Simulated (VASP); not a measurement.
Hf:

```
Hf
1.0
     3.20451    0.00000    0.00000
    -1.60225    2.77518    0.00000
     0.00000    0.00000    5.07382
Hf
2
Direct
  0.33333 0.66667 0.25000
  0.66667 0.33333 0.75000
```

Base run:

| Item | Value |
| --- | --- |
| Program | VASP 6.6.1 |
| Functional | PBE |
| Potentials or basis | VASP PAW PBE potentials, release 64 (Hf_pv) |
| Cutoff | 520 eV |
| k mesh | 11 × 11 × 6 |
| Occupations | gaussian, width 0.01 eV |
| Spin | no spin polarisation |

Its results: band gap on the k mesh zero (bands 10 and 11 overlap by 1.48 eV); pressure -0.2 GPa.

Question: The run is repeated on the same cell with these changes: occupations from gaussian, width 0.01 eV to gaussian, width 1 eV. What comes out?

Answer: Band gap on the k mesh zero (bands 10 and 11 overlap by 1.48 eV); pressure 1.5 GPa.

Caveats: spin-orbit coupling is left out, which moves the levels of the heavy elements; so wide a smearing shifts energies and pressures (at least some runs).
